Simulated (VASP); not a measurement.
# Cu: single point with PBEsol

The system is Cu.

```
Cu
1.0
     2.52063    0.00000    0.00000
    -1.26031    2.18293    0.00000
     0.00000    0.00000    4.11719
Cu
2
Direct
  0.33333 0.66667 0.25000
  0.66667 0.33333 0.75000
```

| Property | Result |
| --- | --- |
| Program | VASP 6.6.1 |
| Task | single point |
| Functional | PBEsol |
| Potentials or basis | VASP PAW PBE potentials, release 64 (Cu) |
| Cutoff | 520 eV |
| k mesh | 18 × 18 × 10 |
| Occupations | gaussian, width 0.1 eV |
| Spin | no spin polarisation |
| Dipole correction | no |
| Further INCAR settings | ALGO = Normal; EDIFF = 1e-06; NBANDS = 18 |

The pressure is 0.7 GPa. The band gap on the k mesh is zero (band 11 reaches 12.05 eV, above the bottom of band 12 at 5.92 eV).

Levels at points of the mesh, in eV from the Fermi level:
```tsv
k point	band 7	band 8	band 9	band 10	band 11	band 12	band 13	band 14	band 15	band 16
(0.00, 0.00, 0.00)	-2.80	-2.50	-2.50	-1.70	-1.70	-1.10	4.02	21.75	22.40	22.40
(0.50, 0.00, 0.00)	-2.77	-1.60	-1.55	-1.50	0.05	1.69	7.98	8.40	10.98	11.43
(0.00, 0.00, 0.50)	-3.07	-3.07	-1.94	-1.94	-1.94	-1.94	12.83	12.83	22.46	22.46
(0.50, 0.00, 0.50)	-1.90	-1.90	-1.54	-1.54	0.49	0.49	5.11	5.11	16.56	16.56
```

Wall time 42 s on 1 thread of Intel(R) Xeon(R) Platinum 8488C (Sapphire Rapids) (shared host), peak memory 0.19 GiB.

Caveat: the PAW data sets were made with another functional, which shifts forces and pressure a little.
